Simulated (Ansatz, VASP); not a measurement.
**One calculation of SbS3, two programs**

```
CELL_PARAMETERS angstrom
0.00000 3.34176 3.34176
3.34176 0.00000 3.34176
3.34176 3.34176 0.00000
ATOMIC_POSITIONS crystal
Sb 0.00000 0.00000 0.00000
S 0.25000 0.25000 0.25000
S 0.75000 0.75000 0.75000
S 0.50000 0.50000 0.50000
```

Change from the starting cell: species swapped into the K3Na type (Fm-3m, No. 225).

Alike in both runs: functional PBE; k mesh 12 × 12 × 12; occupations gaussian, width 0.1 eV; no spin polarisation.

Ansatz relaxed the structure, and its values are those at the end. VASP's run is a single point on that final structure, the one shown.

|  | VASP | Ansatz |
| --- | --- | --- |
| version | VASP 6.6.1 | Ansatz 0.2.0 |
| potentials or method | VASP PAW PBE potentials, release 64 (Sb, S), cutoff 520 eV | scalar-relativistic, plane waves, PAW |
| valence electrons in the cell | 23 | 33 |

Ansatz gave:

```
gap on the k mesh at the Fermi level (eV) : none
pressure (GPa)                            : 0.0
```

Task: What did VASP give for the same quantities?

Result: gap on the k mesh at the Fermi level (eV): none; pressure (GPa): -0.3.

A gap of «none» marks a metal or a gap that the smearing closes. VASP's potentials hold 23 valence electrons a cell and Ansatz's 33, so a difference there can come from the potentials and not from the codes.

Neither program's run includes spin-orbit coupling.
